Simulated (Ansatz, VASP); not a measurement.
## LiH in VASP and in Ansatz

```
Li H
1.0
     0.00000    2.03675    2.03675
     2.03675    0.00000    2.03675
     2.03675    2.03675    0.00000
Li H
1 1
Direct
  0.00000 0.00000 0.00000
  0.50000 0.50000 0.50000
```

Alike in both runs: task relaxation of cell and atoms; functional PBEsol; k mesh 11 × 11 × 11; occupations fermi-dirac, width 0.05 eV; no spin polarisation.

```csv
,VASP,Ansatz
version,VASP 6.6.1,Ansatz 0.2.0
potentials or method,"VASP PAW PBE potentials, release 64 (Li_sv, H)",Ansatz PAW
plane-wave cutoff (eV),600,420
valence electrons in the cell,4,4
```

|  | VASP | Ansatz | Ansatz less VASP |
| --- | --- | --- | --- |
| gap on the k mesh at the Fermi level, each at its own relaxed structure (eV) | 2.93 | 2.93 | +0.004 |
| relaxed volume (Å³/atom) | 7.83 | 7.89 | +0.052 |
| relaxed cell length with the largest relative difference (Å) | 2.809 | 2.815 | +0.0062 |

VASP's potentials were made for PBE, not for PBEsol.

Noted on VASP's run: the cutoff is short for stress, so the pressure is rough. Noted on Ansatz's run: odd divisions of the mesh miss points on the zone boundary, where band edges often lie, so the gap on the mesh can be too wide; the plane-wave basis is chosen anew once the cell has moved, so the energies of steps on either side of that aren't comparable.
